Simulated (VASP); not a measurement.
# MnSi4 (Im-3m) in VASP: further runs

The runs below take MnSi4 through single point, with PBE.

Program: VASP 6.6.1. These are calculated values, not measurements. Logs are shortened: lines on timing, memory, paths and dates and some standing lists are left out, and cuts for length are marked.

**1. The cell of the first run**

The structure is cubic, space group Im-3m (No. 229). Conventional cell: a = 5.301 Å, b = 5.301 Å, c = 5.301 Å, α = 90.00°, β = 90.00°, γ = 90.00°. Mn (site symmetry m-3m) has 8 Si at 2.30 Å within 3.0 Å. Si (site symmetry -3m) has 2 Mn at 2.30 Å and 6 Si at 2.65 Å within 3.0 Å.

**2. Single point, PBE, collinear spin, ferromagnetic start**

INCAR reads:

```
PREC = Accurate ; ENCUT = 520
EDIFF = 1E-6 ; ISMEAR = 0
SIGMA = 0.1 ; LREAL = F
LASPH = T ; NELM = 150
ALGO = Normal ; ISIF = 2
LWAVE = F ; LCHARG = F
ISPIN = 2 ; MAGMOM = 4 0 0 0 0
LORBIT = 11 ; LMAXMIX = 4
GGA = PE ; NBANDS = 26
```

KPOINTS reads:

```
Automatic mesh
0
Gamma
  4 4 4
```

POSCAR reads:

```
MnSi4
1.0
   -2.6504661445      2.6504661445      2.6504661445
    2.6504661445     -2.6504661445      2.6504661445
    2.6504661445      2.6504661445     -2.6504661445
Mn Si
1 4
Direct
    0.0000000000      0.0000000000      0.0000000000
    0.5000000000      0.5000000000      0.5000000000
    0.0000000000      0.0000000000      0.5000000000
    0.0000000000      0.5000000000      0.0000000000
    0.5000000000      0.0000000000      0.0000000000
```

Potentials or basis: VASP PAW PBE potentials, release 64 (Mn_pv, Si).

Started as:

```console
$ cat potpaw_PBE.64/Mn_pv/POTCAR potpaw_PBE.64/Si/POTCAR > POTCAR
$ mpirun -np 1 vasp_std > vasp.out
```

OUTCAR:

```text
PREC = Accurate
   ENCUT = 520
   EDIFF = 1E-6
   ISMEAR = 0
   LREAL = F
   LASPH = T
   NELM = 150
   ISIF = 2
   ISPIN = 2
   LORBIT = 11
   GGA = PE

 ion  position               nearest neighbor table
   1  0.000  0.000  0.000-   2 2.30   3 2.30   4 2.30   5 2.30   3 2.30   4 2.30   5 2.30   2 2.30

   2  0.500  0.500  0.500-   1 2.30   1 2.30   4 2.65   5 2.65   5 2.65   4 2.65   3 2.65   3 2.65

   3  0.000  0.000  0.500-   1 2.30   1 2.30   4 2.65   5 2.65   2 2.65   4 2.65   5 2.65   2 2.65

   4  0.000  0.500  0.000-   1 2.30   1 2.30   3 2.65   5 2.65   2 2.65   3 2.65   2 2.65   5 2.65

   5  0.500  0.000  0.000-   1 2.30   1 2.30   3 2.65   4 2.65   2 2.65   2 2.65   3 2.65   4 2.65

  LATTYP: Found a body centered cubic cell.
 ALAT       =     5.3009322890

  Lattice vectors:

 A1 = (  -2.6504661445,   2.6504661445,   2.6504661445)
 A2 = (   2.6504661445,  -2.6504661445,   2.6504661445)
 A3 = (   2.6504661445,   2.6504661445,  -2.6504661445)

Analysis of symmetry for initial positions (statically):
=====================================================================
 Subroutine PRICEL returns:
 Original cell was already a primitive cell.

 Routine SETGRP: Setting up the symmetry group for a
 body centered cubic supercell.

 Subroutine GETGRP returns: Found 48 space group operations
 (whereof 48 operations were pure point group operations)
 out of a pool of 48 trial point group operations.

The static configuration has the point symmetry O_h .

Analysis of symmetry for dynamics (positions and initial velocities):
=====================================================================
 Subroutine PRICEL returns:
 Original cell was already a primitive cell.

 Routine SETGRP: Setting up the symmetry group for a
 body centered cubic supercell.

 Subroutine GETGRP returns: Found 48 space group operations
 (whereof 48 operations were pure point group operations)
 out of a pool of 48 trial point group operations.

The dynamic configuration has the point symmetry O_h .

Analysis of structural, dynamic, and magnetic symmetry:
=====================================================================
 Subroutine PRICEL returns:
 Original cell was already a primitive cell.

 Routine SETGRP: Setting up the symmetry group for a
 body centered cubic supercell.

 Subroutine GETGRP returns: Found 48 space group operations
 (whereof 48 operations were pure point group operations)
 out of a pool of 48 trial point group operations.

The overall configuration has the point symmetry O_h .

 Subroutine INISYM returns: Found 48 space group operations
 (whereof 48 operations are pure point group operations),
 and found     1 'primitive' translations

----------------------------------------------------------------------------------------

                                     Primitive cell

  volume of cell :      74.4778

  direct lattice vectors                    reciprocal lattice vectors
    -2.650466145  2.650466145  2.650466145     0.000000000  0.188646062  0.188646062
     2.650466145 -2.650466145  2.650466145     0.188646062  0.000000000  0.188646062
     2.650466145  2.650466145 -2.650466145     0.188646062  0.188646062  0.000000000

  length of vectors
     4.590742026  4.590742026  4.590742026     0.266785819  0.266785819  0.266785819

  position of ions in fractional coordinates (direct lattice)
     0.000000000  0.000000000  0.000000000
     0.500000000  0.500000000  0.500000000
     0.000000000  0.000000000  0.500000000
     0.000000000  0.500000000  0.000000000
     0.500000000  0.000000000  0.000000000

  ion indices of the primitive-cell ions
   primitive index   ion index
                 1           1
                 2           2
                 3           3
                 4           4
                 5           5

----------------------------------------------------------------------------------------

 KPOINTS: Automatic mesh

Automatic generation of k-mesh.
 Grid dimensions read from file:
 generate k-points for:    4    4    4

 Generating k-lattice:

  Cartesian coordinates                     Fractional coordinates (reciprocal lattice)
     0.000000000  0.047161515  0.047161515     0.250000000  0.000000000  0.000000000
     0.047161515  0.000000000  0.047161515     0.000000000  0.250000000  0.000000000
     0.047161515  0.047161515  0.000000000     0.000000000  0.000000000  0.250000000

  Length of vectors
     0.066696455  0.066696455  0.066696455

  Shift w.r.t. Gamma in fractional coordinates (k-lattice)
     0.000000000  0.000000000  0.000000000

 Subroutine IBZKPT returns following result:
 ===========================================

 Found      8 irreducible k-points:

 Following reciprocal coordinates:
            Coordinates               Weight
  0.000000  0.000000  0.000000      1.000000
  0.250000  0.000000  0.000000     12.000000
  0.500000  0.000000  0.000000      6.000000
  0.250000  0.250000  0.000000     24.000000
  0.250000  0.250000  0.250000      2.000000
 -0.250000  0.250000  0.250000      6.000000
  0.500000  0.500000  0.250000     12.000000
  0.500000  0.500000  0.500000      1.000000
   k-points           NKPTS =      8   k-points in BZ     NKDIM =      8   number of bands    NBANDS=     26
   number of dos      NEDOS =    301   number of ions     NIONS =      5
   total plane-waves  NPLWV =  46656
   dimension x,y,z NGX =    36 NGY =   36 NGZ =   36
   dimension x,y,z NGXF=    72 NGYF=   72 NGZF=   72
   ions per type =               1   4
   NGX,Y,Z   is equivalent  to a cutoff of  13.04, 13.04, 13.04 a.u.
   NGXF,Y,Z  is equivalent  to a cutoff of  26.07, 26.07, 26.07 a.u.
 SYSTEM =  unknown system
   PREC   = accura    normal or accurate (medium, high low for compatibility)
   ISTART =      0    job   : 0-new  1-cont  2-samecut
   ICHARG =      2    charge: 1-file 2-atom 10-const
   ISPIN  =      2    spin polarized calculation?
   LNONCOLLINEAR =      F non collinear calculations
   LSORBIT =      F    spin-orbit coupling
   LASPH  =      T    aspherical Exc in radial PAW
   ENCUT  =  520.0 eV  38.22 Ry    6.18 a.u.   8.54  8.54  8.54*2*pi/ulx,y,z
   NELM   =    150;   NELMIN=  2; NELMDL= -5     # of ELM steps
   EDIFF  = 0.1E-05   stopping-criterion for ELM
   LREAL  =      F    real-space projection
   EDIFFG = 0.1E-04   stopping-criterion for IOM
   NSW    =      0    number of steps for IOM
   IBRION =     -1    ionic relax: 0-MD 1-quasi-New 2-CG
   NFREE  =      0    steps in history (QN), initial steepest desc. (CG)
   ISIF   =      2    stress and relaxation
   ISYM   =      2    0-nonsym 1-usesym 2-fastsym
   POTIM  = 0.5000    time-step for ionic-motion
   TEBEG  =    0.0;   TEEND  =   0.0 temperature during run
   PSTRESS=    0.0 pullay stress
   NELECT =      29.0000    total number of electrons
   NUPDOWN=      -1.0000    fix difference up-down
   EMIN   =  10.00;   EMAX   =-10.00  energy-range for DOS
   EFERMI =   0.00;   METHOD = LEGACY
   ISMEAR =     0;   SIGMA  =   0.10  broadening in eV -4-tet -1-fermi 0-gaus
   EFERMI_NEDOS =   21; number of points for ismear=-14 and -15
   IALGO  =     38    algorithm
   IMIX   =      4    mixing-type and parameters
     AMIX     =   0.40;   BMIX     =  1.00
     AMIX_MAG =   1.60;   BMIX_MAG =  1.00
  volume/ion in A,a.u.               =      14.90       100.52
  Fermi-wavevector in a.u.,A,eV,Ry     =   1.195451  2.259075 19.444139  1.429104
  Thomas-Fermi vector in A             =   2.331416
   LORBIT       =     11    0 simple, 1 ext, 2 COOP (PROOUT), +10 PAW based schemes
   GGA     = PE    functional components
   LHFCALC =     F    Hartree Fock is set to
   AEXX    =    0.0000 exact exchange contribution
   IVDW    =     0    specifies the selected vdW correction
   LEPSILON=     F    determine dielectric tensor
   LRPA    =     F    only Hartree local field effects (RPA)
 spin polarized calculation
 Gauss-broadening in eV      SIGMA  =   0.10
  energy-cutoff  :      520.00
  volume of cell :       74.48
 maximum number of plane-waves:      2026
 NGX is ok and might be reduce to    36
   NGX = 17   NGY = 17   NGZ = 17

 number of electron      29.0000009 magnetization       1.1674020

 Free energy of the ion-electron system (eV)
  ---------------------------------------------------
  ext. energy  EPLUGINS =         0.00000000
  ---------------------------------------------------
  free energy    TOTEN  =       -30.11971250 eV

  energy without entropy =      -30.09408903  energy(sigma->0) =      -30.10690077

 E-fermi :   9.0289     XC(G=0): -11.0687

 val. band max:        8.9911420905   @ k =   0.2500   0.2500   0.0000
 cond. band min:       9.0443195891   @ k =  -0.2500   0.2500   0.2500
 fundamental gap:      0.0531774986
 Fermi energy:         9.0289068096

 spin component 1

 k-point     1 :       0.0000    0.0000    0.0000
  band No.  band energies     occupation
      1     -39.6191      1.00000
      2     -39.6191      1.00000
      3     -39.6191      1.00000
      4      -4.1283      1.00000
      5       2.8505      1.00000
      6       2.8505      1.00000
[... 18 lines left out ...]
     25      16.8063      0.00000
     26      16.8063      0.00000

 k-point     2 :       0.2500    0.0000    0.0000
  band No.  band energies     occupation
      1     -39.6199      1.00000
      2     -39.6195      1.00000
      3     -39.6192      1.00000
      4      -3.4924      1.00000
      5       1.0807      1.00000
      6       2.1362      1.00000
[... 18 lines left out ...]
     25      17.4633      0.00000
[... 144 lines left out ...]
     25      16.9352      0.00000
     26      17.6854      0.00000

 k-point     8 :       0.5000    0.5000    0.5000
  band No.  band energies     occupation
      1     -39.6206      1.00000
      2     -39.6206      1.00000
      3     -39.6206      1.00000
      4      -0.0330      1.00000
      5      -0.0330      1.00000
      6      -0.0330      1.00000
[... 18 lines left out ...]
     25      17.9938      0.00000
     26      17.9938      0.00000
 Fermi energy:         9.0289068096

 spin component 2

 k-point     1 :       0.0000    0.0000    0.0000
  band No.  band energies     occupation
      1     -38.5101      1.00000
      2     -38.5101      1.00000
      3     -38.5101      1.00000
      4      -4.0770      1.00000
      5       3.0162      1.00000
      6       3.0162      1.00000
[... 18 lines left out ...]
     25      17.0404      0.00000
     26      17.0404      0.00000

 k-point     2 :       0.2500    0.0000    0.0000
  band No.  band energies     occupation
      1     -38.5109      1.00000
      2     -38.5105      1.00000
      3     -38.5101      1.00000
      4      -3.4417      1.00000
      5       1.1468      1.00000
      6       2.2685      1.00000
[... 18 lines left out ...]
     25      17.5069      0.00000
[... 144 lines left out ...]
     25      17.0293      0.00000
     26      17.8028      0.00000

 k-point     8 :       0.5000    0.5000    0.5000
  band No.  band energies     occupation
      1     -38.5117      1.00000
      2     -38.5117      1.00000
      3     -38.5117      1.00000
      4      -0.0005      1.00000
      5      -0.0005      1.00000
      6      -0.0005      1.00000
[... 18 lines left out ...]
     25      18.0315      0.00000
     26      18.0315      0.00000

------------------------ aborting loop because EDIFF is reached ----------------------------------------

  FORCE on cell =-STRESS in cart. coord.  units (eV):
  Direction    XX          YY          ZZ          XY          YZ          ZX
  --------------------------------------------------------------------------------------
  -------------------------------------------------------------------------------------
  Total       -0.0169407     -0.0169407     -0.0169407     -0.0000000      0.0000000      0.0000000
  in kB       -0.3644306     -0.3644306     -0.3644306     -0.0000000      0.0000000      0.0000000
  external PRESSURE =      -0.3644306 kB  Pullay stress =       0.0000000 kB

 VOLUME and BASIS-vectors are now :
 -----------------------------------------------------------------------------
  energy-cutoff  :      520.00
  volume of cell :       74.48
      direct lattice vectors                 reciprocal lattice vectors
    -2.650466145  2.650466145  2.650466145     0.000000000  0.188646062  0.188646062
     2.650466145 -2.650466145  2.650466145     0.188646062  0.000000000  0.188646062
     2.650466145  2.650466145 -2.650466145     0.188646062  0.188646062  0.000000000

 POSITION                                       TOTAL-FORCE (eV/Angst)
 -----------------------------------------------------------------------------------
      0.00000      0.00000      0.00000         0.000000      0.000000      0.000000
      1.32523      1.32523      1.32523        -0.000000     -0.000000     -0.000000
      1.32523      1.32523     -1.32523         0.000000      0.000000      0.000000
      1.32523     -1.32523      1.32523        -0.000000     -0.000000     -0.000000
     -1.32523      1.32523      1.32523         0.000000     -0.000000      0.000000
 -----------------------------------------------------------------------------------
    total drift:                               -0.000000     -0.000000     -0.000000

  FREE ENERGIE OF THE ION-ELECTRON SYSTEM (eV)
  ---------------------------------------------------
  free  energy   TOTEN  =       -30.1197124975 eV

  energy  without entropy=      -30.0940890326  energy(sigma->0) =      -30.10690077

 total charge

# of ion       s       p       d       tot
------------------------------------------
    1        0.374   6.452   5.506  12.331
    2        0.750   0.849   0.000   1.599
    3        0.750   0.849   0.000   1.599
    4        0.750   0.849   0.000   1.599
    5        0.750   0.849   0.000   1.599
--------------------------------------------------
tot          3.372   9.848   5.506  18.726

 magnetization (x)

# of ion       s       p       d       tot
------------------------------------------
    1        0.008   0.010   1.030   1.048
    2        0.002  -0.002   0.000  -0.000
    3        0.002  -0.002   0.000  -0.000
    4        0.002  -0.002   0.000  -0.000
    5        0.002  -0.002   0.000  -0.000
--------------------------------------------------
tot          0.015   0.002   1.030   1.047
```

It took 37 s on 1 thread of AMD EPYC 7R43 (Zen 3), shared host; peak memory 0.21 GiB.

Results:

* Free energy: -30.1197 eV
* Pressure: 0.0 GPa
* Net moment: 1.17 μB per cell
* Site moments: Mn +1.05; Si -0.00 μB
* Valence electrons inside the program's atomic spheres: Mn 12.33; Si 1.60

Caveat: the k points lie up to 0.42 Å⁻¹ apart; the moment fell far below its start of 4 μB, so a state of higher moment may lie lower in energy.

(Continued in part 2 of 2.)
